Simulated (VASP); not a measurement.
# Cr2W (Fd-3m) in VASP: a series of runs

Cr2W is run at these levels: PBE; tasks: single point.

Everything below comes from runs of VASP 6.6.1. Logs are shortened: lines on timing, memory, paths and dates and some standing lists are left out, and cuts for length are marked.

### Step 1. The cell of the first run

Symmetry: Fd-3m, No. 227, cubic system. Conventional cell: a = 6.804 Å, b = 6.804 Å, c = 6.804 Å, α = 90.00°, β = 90.00°, γ = 90.00°. Within 3.2 Å of Cr (site symmetry -3m) lie 6 Cr at 2.41 Å and 6 W at 2.82 Å. W (site symmetry -43m) has 12 Cr at 2.82 Å and 4 W at 2.95 Å within 3.7 Å.

### Step 2. Single point, PBE

Contents of INCAR:

```
SYSTEM = Cr2W
PREC     = Accurate       ! precision mode
ENCUT    = 520            ! plane-wave cutoff, eV
EDIFF    = 1E-6           ! SCF threshold, eV
ISMEAR   = 0              ! smearing method
SIGMA    = 0.1            ! smearing width, eV
LREAL    = .FALSE.        ! projectors in reciprocal space
LASPH    = .TRUE.         ! aspherical terms in the spheres
NELM     = 100            ! most SCF steps
ALGO     = Fast           ! electronic algorithm
ISIF     = 2              ! what is computed and relaxed
LWAVE    = .FALSE.        ! write WAVECAR
LCHARG   = .TRUE.         ! write CHGCAR
GGA      = PE             ! functional
LELF     = .TRUE.         ! ELF
LVHAR    = .TRUE.       
NBANDS   = 47             ! bands
```

Contents of KPOINTS:

```
Automatic mesh
0
G
  10 10 10
  0 0 0
```

Contents of POSCAR:

```
Cr2W
1.0
    0.0000000000      3.4022406838      3.4022406838
    3.4022406838      0.0000000000      3.4022406838
    3.4022406838      3.4022406838      0.0000000000
Cr W
4 2
Direct
    0.6250000000      0.6250000000      0.6250000000
    0.1250000000      0.6250000000      0.6250000000
    0.6250000000      0.6250000000      0.1250000000
    0.6250000000      0.1250000000      0.6250000000
    0.0000000000      0.0000000000      0.0000000000
    0.2500000000      0.2500000000      0.2500000000
```

Potentials or basis: VASP PAW PBE potentials, release 64 (Cr_pv, W_sv).

Started as:

```bash
> cat potpaw_PBE.64/Cr_pv/POTCAR potpaw_PBE.64/W_sv/POTCAR > POTCAR
> mpirun -np 1 vasp_std > vasp.out
```

OUTCAR:

```text
SYSTEM = Cr2W
   PREC = Accurate
   ENCUT = 520
   EDIFF = 1E-6
   ISMEAR = 0
   LREAL = .FALSE.
   LASPH = .TRUE.
   NELM = 100
   ISIF = 2
   GGA = PE

 ion  position               nearest neighbor table
   1  0.625  0.625  0.625-   2 2.41   3 2.41   4 2.41   3 2.41   4 2.41   2 2.41   6 2.82   5 2.82
                             6 2.82   5 2.82   6 2.82   5 2.82
   2  0.125  0.625  0.625-   1 2.41   3 2.41   4 2.41   1 2.41   3 2.41   4 2.41   6 2.82   5 2.82
                             5 2.82   6 2.82   5 2.82   6 2.82
   3  0.625  0.625  0.125-   1 2.41   1 2.41   2 2.41   4 2.41   4 2.41   2 2.41   6 2.82   5 2.82
                             6 2.82   5 2.82   6 2.82   5 2.82
   4  0.625  0.125  0.625-   1 2.41   3 2.41   1 2.41   2 2.41   3 2.41   2 2.41   6 2.82   5 2.82
                             6 2.82   5 2.82   6 2.82   5 2.82
   5  0.000  0.000  0.000-   2 2.82   3 2.82   4 2.82   1 2.82   2 2.82   3 2.82   1 2.82   2 2.82
                             4 2.82   1 2.82   3 2.82   4 2.82   6 2.95   6 2.95   6 2.95   6 2.95
   6  0.250  0.250  0.250-   2 2.82   3 2.82   4 2.82   1 2.82   2 2.82   4 2.82   1 2.82   2 2.82
                             3 2.82   1 2.82   3 2.82   4 2.82   5 2.95   5 2.95   5 2.95   5 2.95

  LATTYP: Found a face centered cubic cell.
 ALAT       =     6.8044813676

  Lattice vectors:

 A1 = (   0.0000000000,   3.4022406838,   3.4022406838)
 A2 = (   3.4022406838,   0.0000000000,   3.4022406838)
 A3 = (   3.4022406838,   3.4022406838,   0.0000000000)

Analysis of symmetry for initial positions (statically):
=====================================================================
 Subroutine PRICEL returns:
 Original cell was already a primitive cell.

 Routine SETGRP: Setting up the symmetry group for a
 face centered cubic supercell.

 Subroutine GETGRP returns: Found 48 space group operations
 (whereof 24 operations were pure point group operations)
 out of a pool of 48 trial point group operations.

The static configuration has the point symmetry T_d .
 The point group associated with its full space group is O_h .

Analysis of symmetry for dynamics (positions and initial velocities):
=====================================================================
 Subroutine PRICEL returns:
 Original cell was already a primitive cell.

 Routine SETGRP: Setting up the symmetry group for a
 face centered cubic supercell.

 Subroutine GETGRP returns: Found 48 space group operations
 (whereof 24 operations were pure point group operations)
 out of a pool of 48 trial point group operations.

The dynamic configuration has the point symmetry T_d .
 The point group associated with its full space group is O_h .

 Subroutine INISYM returns: Found 48 space group operations
 (whereof 24 operations are pure point group operations),
[... 113 lines left out ...]
   TEBEG  =    0.0;   TEEND  =   0.0 temperature during run
   PSTRESS=    0.0 pullay stress
   NELECT =      76.0000    total number of electrons
   NUPDOWN=      -1.0000    fix difference up-down
   EMIN   =  10.00;   EMAX   =-10.00  energy-range for DOS
   EFERMI =   0.00;   METHOD = LEGACY
   ISMEAR =     0;   SIGMA  =   0.10  broadening in eV -4-tet -1-fermi 0-gaus
   EFERMI_NEDOS =   21; number of points for ismear=-14 and -15
   IALGO  =     68    algorithm
   IMIX   =      4    mixing-type and parameters
     AMIX     =   0.40;   BMIX     =  1.00
     AMIX_MAG =   1.60;   BMIX_MAG =  1.00
  volume/ion in A,a.u.               =      13.13        88.59
  Fermi-wavevector in a.u.,A,eV,Ry     =   1.617724  3.057054 35.606851  2.617030
  Thomas-Fermi vector in A             =   2.712102
   LORBIT       =      0    0 simple, 1 ext, 2 COOP (PROOUT), +10 PAW based schemes
   GGA     = PE    functional components
   LHFCALC =     F    Hartree Fock is set to
   AEXX    =    0.0000 exact exchange contribution
   IVDW    =     0    specifies the selected vdW correction
   LEPSILON=     F    determine dielectric tensor
   LRPA    =     F    only Hartree local field effects (RPA)
 non-spin polarized calculation
 RMM-DIIS sequential band-by-band and
 Gauss-broadening in eV      SIGMA  =   0.10
  energy-cutoff  :      520.00
  volume of cell :       78.76
 maximum number of plane-waves:      2154
   NGX = 17   NGY = 17   NGZ = 17

 number of electron      76.0000041 magnetization

 Free energy of the ion-electron system (eV)
  ---------------------------------------------------
  ext. energy  EPLUGINS =         0.00000000
  ---------------------------------------------------
  free energy    TOTEN  =       -63.62880725 eV

  energy without entropy =      -63.58303832  energy(sigma->0) =      -63.60592278

 E-fermi :  10.8384     XC(G=0): -13.6009

 val. band max:       10.8319987712   @ k =   0.5000   0.2000   0.0000
 cond. band min:      10.8403929451   @ k =   0.4000   0.4000   0.0000
 fundamental gap:      0.0083941739
 Fermi energy:        10.8384294852

 k-point     1 :       0.0000    0.0000    0.0000
  band No.  band energies     occupation
      1     -63.1411      2.00000
      2     -63.0956      2.00000
      3     -32.9387      2.00000
      4     -32.4478      2.00000
      5     -32.4478      2.00000
      6     -32.4478      2.00000
[... 1189 lines left out ...]
     46      12.4332      0.00000
     47      13.2255      0.00000

 [... further k-points ...]

------------------------ aborting loop because EDIFF is reached ----------------------------------------

  FORCE on cell =-STRESS in cart. coord.  units (eV):
  Direction    XX          YY          ZZ          XY          YZ          ZX
  --------------------------------------------------------------------------------------
  -------------------------------------------------------------------------------------
  Total       -0.1341211     -0.1341211     -0.1341211      0.0000000      0.0000000      0.0000000
  in kB       -2.7282400     -2.7282400     -2.7282400      0.0000000      0.0000000      0.0000000
  external PRESSURE =      -2.7282400 kB  Pullay stress =       0.0000000 kB

 VOLUME and BASIS-vectors are now :
 -----------------------------------------------------------------------------
  energy-cutoff  :      520.00
  volume of cell :       78.76
      direct lattice vectors                 reciprocal lattice vectors
     0.000000000  3.402240684  3.402240684    -0.146961972  0.146961972  0.146961972
     3.402240684  0.000000000  3.402240684     0.146961972 -0.146961972  0.146961972
     3.402240684  3.402240684  0.000000000     0.146961972  0.146961972 -0.146961972

 POSITION                                       TOTAL-FORCE (eV/Angst)
 -----------------------------------------------------------------------------------
      4.25280      4.25280      4.25280        -0.000000     -0.000000     -0.000000
      4.25280      2.55168      2.55168        -0.000000     -0.000000     -0.000000
      2.55168      2.55168      4.25280        -0.000000     -0.000000     -0.000000
      2.55168      4.25280      2.55168        -0.000000     -0.000000     -0.000000
      0.00000      0.00000      0.00000        -0.000000     -0.000000     -0.000000
      1.70112      1.70112      1.70112         0.000000      0.000000      0.000000
 -----------------------------------------------------------------------------------
    total drift:                                0.000000      0.000000      0.000000

  FREE ENERGIE OF THE ION-ELECTRON SYSTEM (eV)
  ---------------------------------------------------
  free  energy   TOTEN  =       -63.6288072473 eV

  energy  without entropy=      -63.5830383185  energy(sigma->0) =      -63.60592278
```

OSZICAR:

```text
N       E                     dE             d eps       ncg     rms          rms(c)
DAV:   1     0.102426092915E+04    0.10243E+04   -0.41974E+04  4434   0.199E+03
DAV:   2     0.142361197997E+01   -0.10228E+04   -0.99594E+03  4418   0.623E+02
DAV:   3    -0.689074650595E+02   -0.70331E+02   -0.66997E+02  5347   0.164E+02
[... 12 lines left out ...]
RMM:  16    -0.636288011280E+02    0.17906E-05   -0.25000E-04  6222   0.522E-02    0.605E-02
RMM:  17    -0.636288072336E+02   -0.61055E-05   -0.74141E-05  6087   0.244E-02    0.577E-02
RMM:  18    -0.636288094414E+02   -0.22078E-05   -0.13330E-05  5280   0.109E-02    0.706E-02
RMM:  19    -0.636288076087E+02    0.18327E-05   -0.45403E-06  4166   0.101E-02    0.238E-02
RMM:  20    -0.636288072473E+02    0.36139E-06   -0.30735E-06  3652   0.781E-03
   1 F= -.63628807E+02 E0= -.63605923E+02  d E =-.457689E-01
```

It took 3.6 min on 1 thread of Oxide Virtual Turin-like, shared host; peak memory 0.26 GiB.

Results:

```yaml
Free_energy: -63.6288 eV
Pressure: -0.3 GPa
Band_gap_on_the_k_mesh: zero (bands 38 and 39 overlap by 0.27 eV)
```

Caveat: spin-orbit coupling is left out, which moves the levels of the heavy elements; the run has no spin polarisation, though such a crystal can be magnetic.

### Step 3. Single point, PBE, collinear spin, ferromagnetic start

This run uses another cell than the first one, of 13.27 Å³/atom.

Contents of INCAR:

```
SYSTEM = Cr2W
ALGO = Fast
EDIFF = 1E-6
ENCUT = 520
GGA = PE
ISIF = 2
ISMEAR = 0
ISPIN = 2
LASPH = .TRUE.
LCHARG = .FALSE.
LMAXMIX = 4
LORBIT = 11
LREAL = .FALSE.
LWAVE = .FALSE.
MAGMOM = 3 3 3 3 0 0
NBANDS = 51
NELM = 150
PREC = Accurate
SIGMA = 0.1
```

Contents of KPOINTS:

```
k-points
0
G
  4 4 4
  0 0 0
```

POSCAR, as its differences from that of step 2:

```diff
@@ -2,5 +2,5 @@
 1.0
-    0.0000000000      3.4022406838      3.4022406838
-    3.4022406838      0.0000000000      3.4022406838
-    3.4022406838      3.4022406838      0.0000000000
+    0.0000000000      3.4143846993      3.4143846993
+    3.4143846993      0.0000000000      3.4143846993
+    3.4143846993      3.4143846993      0.0000000000
 Cr W
```

Potentials or basis: VASP PAW PBE potentials, release 64 (Cr_pv, W_sv).

Started as:

```bash
> cat potpaw_PBE.64/Cr_pv/POTCAR potpaw_PBE.64/W_sv/POTCAR > POTCAR
> mpirun -np 1 vasp_std > vasp.out
```

Run time: 2.1 min. Hardware: 1 thread of Oxide Virtual Turin-like, shared host; peak memory 0.23 GiB.

Results (log left out):

```
Free energy                                           : -63.6261 eV
Pressure                                              : -3.5 GPa
Band gap on the k mesh                                : zero (filled and empty bands overlap)
Net moment                                            : 0.00 μB per cell
Valence electrons inside the program's atomic spheres : Cr 11.11; W 11.87
```

Levels at points of the mesh, in eV from the Fermi level:
Spin up:
```tsv
k point	band 35	band 36	band 37	band 38	band 39	band 40	band 41	band 42
(0.00, 0.00, 0.00)	-1.25	-0.10	-0.10	-0.10	0.43	0.43	0.98	0.98
(0.50, 0.00, 0.00)	-1.25	-1.11	0.09	0.09	0.39	0.39	0.74	0.74
(0.50, 0.50, 0.00)	-1.40	-1.40	-0.69	-0.69	0.38	0.38	0.95	0.95
```
Spin down:
| k point | band 34 | band 35 | band 36 | band 37 | band 38 | band 39 | band 40 | band 41 | band 42 | band 43 |
| --- | --- | --- | --- | --- | --- | --- | --- | --- | --- | --- |
| (0.00, 0.00, 0.00) | -1.25 | -1.25 | -0.10 | -0.10 | -0.10 | 0.43 | 0.43 | 0.98 | 0.98 | 0.98 |
| (0.50, 0.00, 0.00) | -1.25 | -1.25 | -1.11 | 0.09 | 0.09 | 0.39 | 0.39 | 0.74 | 0.74 | 0.83 |
| (0.50, 0.50, 0.00) | -1.73 | -1.40 | -1.40 | -0.69 | -0.69 | 0.38 | 0.38 | 0.95 | 0.95 | 0.98 |

Caveat: the k points lie up to 0.40 Å⁻¹ apart; the moments typed at the start vanished in this run; spin-orbit coupling is left out, which moves the levels of the heavy elements.

The gap in the log of VASP goes by the Fermi energy; the results here count the filled bands.